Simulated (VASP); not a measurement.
**NaI: single point with PBE+D4**

NaI:

```xyz
2
Lattice="4.5307 0.0000 0.0000 2.2653 3.9237 0.0000 2.2653 1.3079 3.6993" Properties=species:S:1:pos:R:3 pbc="T T T"
Na    0.0000    0.0000    0.0000
I     4.5307    2.6158    1.8496
```

```yaml
Program: VASP 6.6.1
Task: single point
Functional: PBE
Dispersion: D4
Potentials_or_basis: VASP PAW PBE potentials, release 64 (Na_pv, I)
Cutoff: 500 eV
k_mesh: 6 × 6 × 6
Occupations: gaussian, width 0.01 eV
Spin: no spin polarisation
Dipole_correction: no
Further_INCAR_settings: ALGO = Normal; EDIFF = 1e-06; NBANDS = 14
```

```json
{
 "Pressure": "0.0 GPa",
 "Band gap on the k mesh": "3.72 eV",
 "Dispersion energy per atom": "-0.165 eV"
}
```

Levels at points of the mesh, in eV from the valence-band top:
```
           k point  band 5  band 6  band 7  band 8  band 9  band 10
(0.00, 0.00, 0.00)    0.00    0.00    0.00    3.72    7.93     7.93
(0.50, 0.00, 0.00)   -2.29   -0.30   -0.30    5.10    7.47     7.47
(0.50, 0.50, 0.00)   -2.00   -0.79   -0.79    4.52    5.50    10.07
```

Run time: 13 s on 1 thread of AMD EPYC 7R13 Processor (Zen 3), with other jobs on the host, peak memory 0.17 GiB.

Caveat: spin-orbit coupling is left out, which moves the levels of the heavy elements. Expect the measured gap to be larger: semilocal functionals such as PBE lack the derivative discontinuity.
